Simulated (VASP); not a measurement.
Set up this calculation in VASP 6.6.1, as the native input.

| Quantity | Value |
| --- | --- |
| Task | single point |
| Functional | LDA |
| Potentials or basis | VASP PAW LDA potentials, release 64 (Be) |
| Cutoff | 520 eV |
| k mesh | 20 × 20 × 20 |
| Occupations | fermi-dirac, width 0.1 eV |
| Spin | no spin polarisation |
| Dipole correction | no |
| Further INCAR settings | ALGO = Normal; EDIFF = 1e-06; NBANDS = 7 |

The structure of Be lies in POSCAR:

```
Be
1.0
   -1.2312230755      1.2312230755      1.2312230755
    1.2312230755     -1.2312230755      1.2312230755
    1.2312230755      1.2312230755     -1.2312230755
Be
1
Direct
    0.0000000000      0.0000000000      0.0000000000
```

These files were run (other wordings do the same):

INCAR

```
PREC = Accurate
ENCUT = 520
EDIFF = 1E-6
ISMEAR = -1
SIGMA = 0.1
LREAL = F
LASPH = T
NELM = 80
ALGO = Normal
ISIF = 2
LWAVE = F
LCHARG = T
LELF = T
LVHAR = T
NBANDS = 7
```

KPOINTS

```
regular mesh
0
Gamma
  20 20 20
```

Potentials or basis: VASP PAW LDA potentials, release 64 (Be).

Launch:

```console
$ cat potpaw_LDA.64/Be/POTCAR > POTCAR
$ mpirun -np 1 vasp_std > vasp.out
```

It gave:

```yaml
Pressure: 0.3 GPa
Band_gap_on_the_k_mesh: zero (band 1 reaches 12.15 eV, above the bottom of band 2 at 6.75 eV)
```

Wall time 5 s on 1 thread of Intel(R) Xeon(R) Platinum 8259CL CPU @ 2.50GHz (Skylake/Cascade Lake), on a shared host, peak memory 0.11 GiB.
